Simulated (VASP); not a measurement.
Set up this calculation in VASP 6.6.1, as the native input.

* Task: single point
* Functional: PBE
* Potentials or basis: VASP PAW PBE potentials, release 64 (Al, B, Sb)
* Cutoff: 520 eV
* k mesh: 6 × 6 × 6
* Occupations: gaussian, width 0.02 eV
* Spin: no spin polarisation
* Dipole correction: no
* Further INCAR settings: ALGO = Normal; EDIFF = 1e-06; NBANDS = 36

The structure of AlB2Sb3 lies in POSCAR:

```
AlB2Sb3
1.0
    5.9194994376     -3.4139592986      0.0000000000
    5.9194994376      3.4139592986      0.0000000000
    0.0000000000      0.0000000000      6.4537428017
Al B Sb
2 4 6
Direct
    0.1659947488      0.8340052512      0.5004583267
    0.8340052512      0.1659947488      0.0004583267
    0.8269117141      0.5186821765      0.5008303350
    0.4813178235      0.1730882859      0.5008303350
    0.1730882859      0.4813178235      0.0008303350
    0.5186821765      0.8269117141      0.0008303350
    0.1589858258      0.4696917563      0.6403031796
    0.5303082437      0.8410141742      0.6403031796
    0.7848312616      0.2151687384      0.5922746441
    0.8410141742      0.5303082437      0.1403031796
    0.4696917563      0.1589858258      0.1403031796
    0.2151687384      0.7848312616      0.0922746441
```

The input as run:

INCAR

```
SYSTEM = AlB2Sb3
PREC = Accurate
ENCUT = 520
EDIFF = 1E-6
ISMEAR = 0
SIGMA = 0.02
LREAL = .FALSE.
LASPH = .TRUE.
NELM = 60
ALGO = Normal
ISIF = 2
LWAVE = .FALSE.
LCHARG = .FALSE.
GGA = PE
NBANDS = 36
```

KPOINTS

```
Automatic mesh
0
G
  6 6 6
  0 0 0
```

Potentials or basis: VASP PAW PBE potentials, release 64 (Al, B, Sb).

Run with:

```sh
$ cat potpaw_PBE.64/Al/POTCAR potpaw_PBE.64/B/POTCAR potpaw_PBE.64/Sb/POTCAR > POTCAR
$ mpirun -np 1 vasp_std > vasp.out
```

Results of the run:

```yaml
Pressure: 0.3 GPa
Largest_force: 0.007 eV/Å
Band_gap_on_the_k_mesh: 0.59 eV (least direct gap 0.78 eV)
```

Caveat: spin-orbit coupling is left out, which moves the levels of the heavy elements.

Wall time 4.4 min on 1 thread of Intel(R) Xeon(R) 6975P-C (Granite Rapids), on a shared host, peak memory 0.62 GiB.
